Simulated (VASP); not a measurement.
# Sb (Im-3m) in VASP: notebook

The runs below take Sb through relaxation of cell and atoms, single point, with B3LYP, HSE06, r2SCAN.

Program: VASP 6.6.1. These are calculated values, not measurements. Logs are shortened: lines on timing, memory, paths and dates and some standing lists are left out, and cuts for length are marked.

### Step 1. The cell of the first run

It takes space group Im-3m (No. 229, cubic). The conventional cell has a = 3.743 Å, b = 3.743 Å, c = 3.743 Å, α = 90.00°, β = 90.00°, γ = 90.00°. Sb (site symmetry m-3m) has 14 Sb at 3.24 to 3.74 Å within 4.3 Å.

### Step 2. Relaxation of cell and atoms, B3LYP

The input, POSCAR:

```
Sb
1.0
   -1.8713408863      1.8713408863      1.8713408863
    1.8713408863     -1.8713408863      1.8713408863
    1.8713408863      1.8713408863     -1.8713408863
Sb
1
Direct
    0.0000000000      0.0000000000      0.0000000000
```

The input, INCAR.step1:

```
  PREC = Accurate
  ENCUT = 600
  EDIFF = 1E-5
  ISMEAR = -1
  SIGMA = 0.05
  LREAL = False
  LASPH = True
  NELM = 80
  ALGO = Normal
  LWAVE = True
  LCHARG = False
  GGA = PE
  NBANDS = 8
```

The input, INCAR.step2:

```
  PREC = Accurate
  ENCUT = 600
  EDIFF = 1E-6
  ISMEAR = -1
  SIGMA = 0.05
  LREAL = False
  LASPH = True
  NELM = 80
  ALGO = Normal
  ISIF = 3
  LWAVE = False
  LCHARG = False
  GGA = B3
  LHFCALC = True
  AEXX = 0.2
  AGGAX = 0.72
  AGGAC = 0.81
  ALDAC = 0.19
  PRECFOCK = Normal
  IBRION = 2
  NSW = 60
  EDIFFG = -0.01
  ISTART = 1
```

The input, KPOINTS:

```
regular mesh
0
Gamma
  5 5 5
```

Potentials or basis: VASP PAW PBE potentials, release 64 (Sb).

Launch:

```
> cat potpaw_PBE.64/Sb/POTCAR > POTCAR
> cp INCAR.step1 INCAR
> mpirun -np 1 vasp_std > vasp.out
> cp INCAR.step2 INCAR
> mpirun -np 1 vasp_std > vasp.out
```

OUTCAR:

```text
PREC = Accurate
   ENCUT = 600
   EDIFF = 1E-6
   ISMEAR = -1
   LREAL = False
   LASPH = True
   NELM = 80
   ISIF = 3
   GGA = B3
   LHFCALC = True
   AEXX = 0.2
   PRECFOCK = Normal
   IBRION = 2
   NSW = 60
   EDIFFG = -0.01
   ISTART = 1

 ion  position               nearest neighbor table
   1  0.000  0.000  0.000-

  LATTYP: Found a body centered cubic cell.
 ALAT       =     3.7426817726

  Lattice vectors:

 A1 = (  -1.8713408863,   1.8713408863,   1.8713408863)
 A2 = (   1.8713408863,  -1.8713408863,   1.8713408863)
 A3 = (   1.8713408863,   1.8713408863,  -1.8713408863)

Analysis of symmetry for initial positions (statically):
=====================================================================
 Subroutine PRICEL returns:
 Original cell was already a primitive cell.

 Routine SETGRP: Setting up the symmetry group for a
 body centered cubic supercell.

 Subroutine GETGRP returns: Found 48 space group operations
 (whereof 48 operations were pure point group operations)
 out of a pool of 48 trial point group operations.

The static configuration has the point symmetry O_h .

Analysis of symmetry for dynamics (positions and initial velocities):
=====================================================================
 Subroutine PRICEL returns:
 Original cell was already a primitive cell.

 Routine SETGRP: Setting up the symmetry group for a
 body centered cubic supercell.

 Subroutine GETGRP returns: Found 48 space group operations
 (whereof 48 operations were pure point group operations)
 out of a pool of 48 trial point group operations.

The dynamic configuration has the point symmetry O_h .

 Subroutine INISYM returns: Found 48 space group operations
 (whereof 48 operations are pure point group operations),
 and found     1 'primitive' translations

----------------------------------------------------------------------------------------

                                     Primitive cell

  volume of cell :      26.2131

  direct lattice vectors                    reciprocal lattice vectors
    -1.871340886  1.871340886  1.871340886     0.000000000  0.267188092  0.267188092
     1.871340886 -1.871340886  1.871340886     0.267188092  0.000000000  0.267188092
     1.871340886  1.871340886 -1.871340886     0.267188092  0.267188092  0.000000000

  length of vectors
     3.241257493  3.241257493  3.241257493     0.377861023  0.377861023  0.377861023

  position of ions in fractional coordinates (direct lattice)
     0.000000000  0.000000000  0.000000000

  ion indices of the primitive-cell ions
   primitive index   ion index
                 1           1

----------------------------------------------------------------------------------------

 KPOINTS: regular mesh

Automatic generation of k-mesh.
 Grid dimensions read from file:
 generate k-points for:    5    5    5

 Generating k-lattice:

  Cartesian coordinates                     Fractional coordinates (reciprocal lattice)
     0.000000000  0.053437618  0.053437618     0.200000000  0.000000000  0.000000000
     0.053437618  0.000000000  0.053437618     0.000000000  0.200000000  0.000000000
     0.053437618  0.053437618  0.000000000     0.000000000  0.000000000  0.200000000

  Length of vectors
     0.075572205  0.075572205  0.075572205

  Shift w.r.t. Gamma in fractional coordinates (k-lattice)
     0.000000000  0.000000000  0.000000000

 Subroutine IBZKPT returns following result:
 ===========================================

 Found     10 irreducible k-points:

 Following reciprocal coordinates:
            Coordinates               Weight
  0.000000  0.000000  0.000000      1.000000
  0.200000  0.000000  0.000000     12.000000
  0.400000  0.000000  0.000000     12.000000
  0.200000  0.200000  0.000000     24.000000
  0.400000  0.200000  0.000000     24.000000
  0.200000  0.200000  0.200000      8.000000
 -0.200000  0.200000  0.200000      6.000000
 -0.400000  0.400000  0.200000     24.000000
 -0.400000 -0.400000  0.200000      8.000000
 -0.400000  0.400000  0.400000      6.000000
   k-points           NKPTS =     10   k-points in BZ     NKDIM =    125   number of bands    NBANDS=      6
   number of dos      NEDOS =    301   number of ions     NIONS =      1
   total plane-waves  NPLWV =  21952
   dimension x,y,z NGX =    28 NGY =   28 NGZ =   28
   dimension x,y,z NGXF=    56 NGYF=   56 NGZF=   56
   ions per type =               1
   NGX,Y,Z   is equivalent  to a cutoff of  14.36, 14.36, 14.36 a.u.
   NGXF,Y,Z  is equivalent  to a cutoff of  28.72, 28.72, 28.72 a.u.
 SYSTEM =  unknown system
   PREC   = accura    normal or accurate (medium, high low for compatibility)
   ISTART =      1    job   : 0-new  1-cont  2-samecut
   ICHARG =      0    charge: 1-file 2-atom 10-const
   ISPIN  =      1    spin polarized calculation?
   LNONCOLLINEAR =      F non collinear calculations
   LSORBIT =      F    spin-orbit coupling
   LASPH  =      T    aspherical Exc in radial PAW
   ENCUT  =  600.0 eV  44.10 Ry    6.64 a.u.   6.47  6.47  6.47*2*pi/ulx,y,z
   NELM   =     80;   NELMIN=  2; NELMDL=  0     # of ELM steps
   EDIFF  = 0.1E-05   stopping-criterion for ELM
   LREAL  =      F    real-space projection
   EDIFFG = -.1E-01   stopping-criterion for IOM
   NSW    =     60    number of steps for IOM
   IBRION =      2    ionic relax: 0-MD 1-quasi-New 2-CG
   NFREE  =      1    steps in history (QN), initial steepest desc. (CG)
   ISIF   =      3    stress and relaxation
   ISYM   =      3    0-nonsym 1-usesym 2-fastsym
   POTIM  = 0.5000    time-step for ionic-motion
   TEBEG  =    0.0;   TEEND  =   0.0 temperature during run
   PSTRESS=    0.0 pullay stress
   NELECT =       5.0000    total number of electrons
   NUPDOWN=      -1.0000    fix difference up-down
   EMIN   =  10.00;   EMAX   =-10.00  energy-range for DOS
   EFERMI =   0.00;   METHOD = LEGACY
   ISMEAR =    -1;   SIGMA  =   0.05  broadening in eV -4-tet -1-fermi 0-gaus
   EFERMI_NEDOS =   21; number of points for ismear=-14 and -15
   IALGO  =     38    algorithm
   IMIX   =      1    mixing-type and parameters
     AMIX     =   0.40;   BMIX     =  1.00
     AMIX_MAG =   1.60;   BMIX_MAG =  1.00
  volume/ion in A,a.u.               =      26.21       176.89
  Fermi-wavevector in a.u.,A,eV,Ry     =   0.942378  1.780837 12.083018  0.888077
  Thomas-Fermi vector in A             =   2.069982
   LORBIT       =      0    0 simple, 1 ext, 2 COOP (PROOUT), +10 PAW based schemes
   GGA     = B3    functional components
   LHFCALC =     T    Hartree Fock is set to
   PRECFOCK=normal    Normal, Fast or Accurate (Low or Medium for compatibility)
   ENCUT4O =  -1.0   cutoff for four orbital integrals eV
   NKREDX  =     1    reduce k-point grid by
   NKREDY  =     1    reduce k-point grid by
   NKREDZ  =     1    reduce k-point grid by
   AEXX    =    0.2000 exact exchange contribution
   HFSCREEN=    0.0000 screening length (either q_TF or 0.3 A-1)
   HFSCREENC=   0.0000 screening length for correlation (either q_TF or 0.3 A-1)
   ENCUTFOCK=  -1.0 apply spherical cutoff to Coloumb kernel
   IVDW    =     0    specifies the selected vdW correction
   LEPSILON=     F    determine dielectric tensor
   LRPA    =     F    only Hartree local field effects (RPA)
 conjugate gradient relaxation of ions
 non-spin polarized calculation
  energy-cutoff  :      600.00
  volume of cell :       26.21
 maximum number of plane-waves:       887
 NGX is ok and might be reduce to    28
  NGX = 20; NGY = 20; NGZ = 20

--------------------------------------- Ionic step        1  -------------------------------------------

 number of electron       5.0000000 magnetization

 Free energy of the ion-electron system (eV)
  ---------------------------------------------------
  ext. energy  EPLUGINS =         0.00000000
  ---------------------------------------------------
  free energy    TOTEN  =        -4.13696408 eV

  energy without entropy =       -4.13053441  energy(sigma->0) =       -4.13374924

------------------------ aborting loop because EDIFF is reached ----------------------------------------

  FORCE on cell =-STRESS in cart. coord.  units (eV):
  Direction    XX          YY          ZZ          XY          YZ          ZX
  --------------------------------------------------------------------------------------
  -------------------------------------------------------------------------------------
  Total        0.7787837      0.7787837      0.7787837      0.0000000     -0.0000000     -0.0000000
  in kB       47.6001956     47.6001956     47.6001956      0.0000000     -0.0000000     -0.0000000
  external PRESSURE =      47.6001956 kB  Pullay stress =       0.0000000 kB

 VOLUME and BASIS-vectors are now :
 -----------------------------------------------------------------------------
  energy-cutoff  :      600.00
  volume of cell :       26.21
      direct lattice vectors                 reciprocal lattice vectors
    -1.871340886  1.871340886  1.871340886     0.000000000  0.267188092  0.267188092
     1.871340886 -1.871340886  1.871340886     0.267188092  0.000000000  0.267188092
     1.871340886  1.871340886 -1.871340886     0.267188092  0.267188092  0.000000000
[... 36 lines left out ...]
 POSITION                                       TOTAL-FORCE (eV/Angst)
 -----------------------------------------------------------------------------------
      0.00000      0.00000      0.00000         0.000000      0.000000      0.000000
 -----------------------------------------------------------------------------------
    total drift:                                0.000000      0.000000     -0.000000

  FREE ENERGIE OF THE ION-ELECTRON SYSTEM (eV)
  ---------------------------------------------------
  free  energy   TOTEN  =        -4.1526996276 eV

  energy  without entropy=       -4.1462797549  energy(sigma->0) =       -4.14948969

--------------------------------------- Ionic step        3  -------------------------------------------

 number of electron       4.9999999 magnetization

 Free energy of the ion-electron system (eV)
  ---------------------------------------------------
  ext. energy  EPLUGINS =         0.00000000
  ---------------------------------------------------
  free energy    TOTEN  =        -4.16227695 eV

  energy without entropy =       -4.15585481  energy(sigma->0) =       -4.15906588

 E-fermi :   8.0529     XC(G=0):  -7.9177

 val. band max:        7.9453180541   @ k =  -0.4000   0.4000   0.2000
 cond. band min:       8.5827809528   @ k =   0.2000   0.2000   0.0000
 fundamental gap:      0.6374628987
 Fermi energy:         8.0528927857

 k-point     1 :       0.0000    0.0000    0.0000
  band No.  band energies     occupation
      1      -5.9558      2.00000
      2      13.9973      0.00000
      3      13.9973      0.00000
      4      13.9973      0.00000
      5      19.4028      0.00000
      6      19.4028      0.00000

 k-point     2 :       0.2000    0.0000    0.0000
  band No.  band energies     occupation
      1      -5.0978      2.00000
      2       9.5016      0.00000
      3      12.1337      0.00000
      4      13.4404      0.00000
      5      17.1648      0.00000
      6      17.3974      0.00000
[... 92 lines left out ...]
 POSITION                                       TOTAL-FORCE (eV/Angst)
 -----------------------------------------------------------------------------------
      0.00000      0.00000      0.00000         0.000000      0.000000      0.000000
 -----------------------------------------------------------------------------------
    total drift:                               -0.000000      0.000000      0.000000

  FREE ENERGIE OF THE ION-ELECTRON SYSTEM (eV)
  ---------------------------------------------------
  free  energy   TOTEN  =        -4.1622769450 eV

  energy  without entropy=       -4.1558548113  energy(sigma->0) =       -4.15906588

 reached required accuracy - stopping structural energy minimisation
```

Run time: 7.6 min. Hardware: 1 thread of Intel Xeon 8259CL, shared host; peak memory 0.18 GiB.

What came out:

```yaml
Free_energy: -4.1623 eV
Relaxed_volume: 28.03 Å³/atom
Relaxed_cell: a = 3.315 Å, b = 3.315 Å, c = 3.315 Å, α = 109.47°, β = 109.47°, γ = 109.47°
Space_group_after_relaxing_to_0.05_Å: Im-3m (No. 229)
Energy_gained_by_relaxing: 25.3 meV/atom
Ionic_steps: 3
Pressure_after_relaxing: 0.0 GPa
```

The path:
```
step  energy change (eV)  largest force (eV/Å)  pressure (GPa)  volume (Å³)
   1              0.0000                0.0000            4.76        26.21
   2             -0.0157                0.0000           -2.35        29.28
   3             -0.0253                0.0000           -0.02        28.03
```

Final structure:
```yaml
crystal:
  lattice:
    - [-1.91373, 1.91373, 1.91373]
    - [1.91373, -1.91373, 1.91373]
    - [1.91373, 1.91373, -1.91373]
  atoms:
    - { symbol: Sb, position: [0.00000, 0.00000, 0.00000] }
```

Caveat: the k points lie up to 0.46 Å⁻¹ apart in the final cell; the PAW data sets were made with another functional, which shifts forces and pressure a little; spin-orbit coupling is left out, which moves the levels of the heavy elements.

### Step 3. Relaxation of cell and atoms, HSE06

POSCAR is that of step 2.

The input, INCAR.step1:

```
SYSTEM = Sb
PREC = Accurate ; ENCUT = 600
EDIFF = 1E-5 ; ISMEAR = -1
SIGMA = 0.05 ; LREAL = .FALSE.
LASPH = .TRUE. ; NELM = 80
ALGO = Normal ; LWAVE = .TRUE.
LCHARG = .FALSE. ; GGA = PE
NBANDS = 8
```

The input, INCAR.step2:

```
SYSTEM = Sb
PREC = Accurate ; ENCUT = 600
EDIFF = 1E-6 ; ISMEAR = -1
SIGMA = 0.05 ; LREAL = .FALSE.
LASPH = .TRUE. ; NELM = 80
ALGO = Normal ; ISIF = 3
LWAVE = .FALSE. ; LCHARG = .FALSE.
GGA = PE ; LHFCALC = .TRUE.
HFSCREEN = 0.2079 ; PRECFOCK = Normal
IBRION = 2 ; NSW = 60
EDIFFG = -0.01 ; ISTART = 1
```

The input, KPOINTS:

```
Automatic mesh
0
G
  5 5 5
  0 0 0
```

Potentials or basis: VASP PAW PBE potentials, release 64 (Sb).

Launch:

```
> cat potpaw_PBE.64/Sb/POTCAR > POTCAR
> cp INCAR.step1 INCAR
> mpirun -np 1 vasp_std > vasp.out
> cp INCAR.step2 INCAR
> mpirun -np 1 vasp_std > vasp.out
```

Wall time 6.6 min (1 thread of Intel Xeon 8259CL, shared host); peak memory 0.27 GiB.

Results (log left out):

- Free energy: -4.7383 eV
- Relaxed volume: 25.47 Å³/atom
- Relaxed cell: a = 3.210 Å, b = 3.210 Å, c = 3.210 Å, α = 109.47°, β = 109.47°, γ = 109.47°
- Space group after relaxing (to 0.05 Å): Im-3m (No. 229)
- Energy gained by relaxing: 4.7 meV/atom
- Ionic steps: 3
- Pressure after relaxing: 0.0 GPa

Step by step:
| step | energy change (eV) | largest force (eV/Å) | pressure (GPa) | volume (Å³) |
| --- | --- | --- | --- | --- |
| 1 | 0.0000 | 0.0000 | -2.01 | 26.21 |
| 2 | -0.0027 | 0.0000 | 1.35 | 24.98 |
| 3 | -0.0047 | 0.0000 | 0.00 | 25.47 |

Final structure:
```yaml
crystal:
  lattice:
    - [-1.85338, 1.85338, 1.85338]
    - [1.85338, -1.85338, 1.85338]
    - [1.85338, 1.85338, -1.85338]
  atoms:
    - { symbol: Sb, position: [0.00000, 0.00000, 0.00000] }
```

Levels at points of the mesh, in eV from the Fermi level:
```tsv
k point	band 1	band 2	band 3	band 4	band 5	band 6
(0.00, 0.00, 0.00)	-14.92	6.59	6.59	6.59	11.32	11.32
```

Caveat: the k points lie up to 0.48 Å⁻¹ apart in the final cell; the PAW data sets were made with another functional, which shifts forces and pressure a little; spin-orbit coupling is left out, which moves the levels of the heavy elements.

### Step 4. Single point, HSE06

This run uses another cell than the first one, of 26.74 Å³/atom, 1.020 times its volume.

The input, POSCAR:

```
Sb
1.0
   -1.8837342335      1.8837342335      1.8837342335
    1.8837342335     -1.8837342335      1.8837342335
    1.8837342335      1.8837342335     -1.8837342335
Sb
1
Direct
    0.0000000000      0.0000000000      0.0000000000
```

The input, INCAR.step1:

```
  PREC = Accurate
  ENCUT = 400
  EDIFF = 1E-5
  ISMEAR = -1
  SIGMA = 0.05
  LREAL = False
  LASPH = True
  NELM = 120
  ALGO = Normal
  ISIF = 2
  LWAVE = True
  LCHARG = False
  GGA = PE
  NBANDS = 14
  GGA_COMPAT = False
```

The input, INCAR.step2:

```
  PREC = Accurate
  ENCUT = 400
  EDIFF = 1E-6
  ISMEAR = -1
  SIGMA = 0.05
  LREAL = False
  LASPH = True
  NELM = 120
  ALGO = Normal
  ISIF = 2
  LWAVE = False
  LCHARG = False
  GGA = PE
  LHFCALC = True
  HFSCREEN = 0.2079
  PRECFOCK = Normal
  ISTART = 1
  NBANDS = 14
  GGA_COMPAT = False
```

The input, KPOINTS:

```
Automatic mesh
0
Gamma
  6 6 6
```

Potentials or basis: VASP PAW PBE potentials, release 64 (Sb_d_GW).

Launch:

```
> cat potpaw_PBE.64/Sb_d_GW/POTCAR > POTCAR
> cp INCAR.step1 INCAR
> mpirun -np 1 vasp_std > vasp.out
> cp INCAR.step2 INCAR
> mpirun -np 1 vasp_std > vasp.out
```

It took 4.5 min on 1 thread of Intel Xeon 6975P-C (Granite Rapids), shared host; peak memory 0.25 GiB.

The run converged. Its results:

```
Free energy : -4.5517 eV
Pressure    : -0.2 GPa
```

Levels at points of the mesh, in eV from the Fermi level:
| k point | band 3 | band 4 | band 5 | band 6 | band 7 | band 8 | band 9 | band 10 | band 11 | band 12 |
| --- | --- | --- | --- | --- | --- | --- | --- | --- | --- | --- |
| (0.00, 0.00, 0.00) | -31.34 | -31.25 | -31.25 | -13.95 | 6.72 | 6.72 | 6.72 | 12.56 | 12.56 | 12.56 |
| (0.50, 0.00, 0.00) | -31.26 | -31.26 | -31.21 | -9.31 | -5.94 | 2.43 | 4.76 | 7.56 | 8.13 | 15.14 |
| (0.50, 0.50, 0.50) | -31.22 | -31.22 | -31.22 | -5.52 | -1.85 | -1.85 | -1.85 | 3.73 | 3.73 | 18.83 |

Caveat: the k points lie up to 0.39 Å⁻¹ apart; the PAW data sets were made with another functional, which shifts forces and pressure a little; spin-orbit coupling is left out, which moves the levels of the heavy elements.

(Part 1 of 2 ends here.)
